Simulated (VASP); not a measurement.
Write the native input for VASP 6.6.1 that does the following.

| Quantity | Value |
| --- | --- |
| Task | single point |
| Functional | PBE |
| Potentials or basis | VASP PAW PBE potentials, release 64 (Sn_d, O) |
| Cutoff | 520 eV |
| k mesh | 12 × 12 × 12 |
| Occupations | gaussian, width 0.05 eV |
| Spin | no spin polarisation |
| Dipole correction | no |
| Further INCAR settings | ALGO = Normal; EDIFF = 1e-06; NBANDS = 20 |

The structure of SnO2 lies in POSCAR:

```
SnO2
1.0
    1.6976000000      0.9801098170      5.3117000000
   -1.6976000000      0.9801098170      5.3117000000
    0.0000000000     -1.9602196339      5.3117000000
Sn O
1 2
Direct
    0.5000000000      0.5000000000      0.5000000000
    0.2348826742      0.2348826742      0.2348826742
    0.7651173258      0.7651173258      0.7651173258
```

One way to write it, as run:

INCAR

```
SYSTEM = SnO2
PREC = Accurate
ENCUT = 520
EDIFF = 1E-6
ISMEAR = 0
SIGMA = 0.05
LREAL = .False.
LASPH = .True.
NELM = 100
ALGO = Normal
ISIF = 2
LWAVE = .False.
LCHARG = .False.
GGA = PE
NBANDS = 20
```

KPOINTS

```
regular mesh
0
Gamma
  12 12 12
  0 0 0
```

Potentials or basis: VASP PAW PBE potentials, release 64 (Sn_d, O).

The run is started by

```sh
$ cat potpaw_PBE.64/Sn_d/POTCAR potpaw_PBE.64/O/POTCAR > POTCAR
$ mpirun -np 1 vasp_std > vasp.out
```

It gave:

```
Pressure               : -14.8 GPa
Largest force          : 1.444 eV/Å
Band gap on the k mesh : 1.27 eV, indirect (least direct gap 1.34 eV)
```

Caveat: spin-orbit coupling is left out, which moves the levels of the heavy elements; forces of over 1 eV/Å act on the atoms, so gaps and moduli don't describe the material at rest.

Run time: 5.6 min on 1 thread of Intel(R) Xeon(R) Platinum 8488C (Sapphire Rapids) (shared host), peak memory 0.38 GiB.
